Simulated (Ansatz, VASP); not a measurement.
## Two plane-wave programs on LiAlF4

```
Li Al F
1.0
     3.59344    0.00000    0.00000
     0.00000    3.59344    0.00000
     0.00000    0.00000    6.12322
Li Al F
1 1 4
Direct
  0.50000 0.50000 0.50000
  0.00000 0.00000 0.00000
  0.50000 0.00000 0.00000
  0.00000 0.50000 0.00000
  0.00000 0.00000 0.29459
  0.00000 0.00000 0.70541
```

Alike in both runs: task relaxation of cell and atoms; functional PBE; k mesh 6 × 6 × 4; occupations gaussian, width 0.02 eV; no spin polarisation.

```csv
,VASP,Ansatz
version,VASP 6.6.1,Ansatz 0.2.0
potentials or method,"VASP PAW PBE potentials, release 64 (Li_sv, Al, F), cutoff 600 eV","scalar-relativistic, plane waves, PAW"
valence electrons in the cell,34,34
```

Ansatz gave:

| Property | Result |
| --- | --- |
| gap on the k mesh at the Fermi level, each at its own relaxed structure (eV) | 5.71 |
| relaxed volume (Å³/atom) | 13.26 |
| relaxed cell length with the largest relative difference (Å) | 3.600 |

Which values does VASP return?

gap on the k mesh at the Fermi level, each at its own relaxed structure (eV): 5.73; relaxed volume (Å³/atom): 13.18; relaxed cell length with the largest relative difference (Å): 3.593.

Noted on VASP's run: the cutoff is short for stress, so the pressure is rough.
